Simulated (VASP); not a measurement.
Here is a VASP 6.6.1 calculation.

File INCAR:

```
PREC = Accurate ; ENCUT = 500
EDIFF = 1E-6 ; ISMEAR = -1
SIGMA = 0.1 ; LREAL = F
LASPH = T ; NELM = 120
ALGO = Normal ; ISIF = 2
LWAVE = F ; LCHARG = T
GGA = PE ; LELF = T
LVHAR = T ; NBANDS = 19
GGA_COMPAT = F
```

File KPOINTS:

```
Automatic mesh
0
Gamma
  12 12 12
```

File POSCAR:

```
Cd
1.0
    0.0000000000      3.0384198773      3.0384198773
    3.0384198773      0.0000000000      3.0384198773
    3.0384198773      3.0384198773      0.0000000000
Cd
2
Direct
    1.0000000000      1.0000000000      1.0000000000
    0.2500000000      0.2500000000      0.2500000000
```

Potentials or basis: VASP PAW PBE potentials, release 64 (Cd).

Launch:

```console
$ cat potpaw_PBE.64/Cd/POTCAR > POTCAR
$ mpirun -np 1 vasp_std > vasp.out
```

(1) Predict the band gap on the k mesh.

(2) Predict the pressure.

Results:

(1) zero (bands 12 and 13 overlap by 6.43 eV).

(2) 10.5 GPa.

Caveat: the cell stands under pressure.
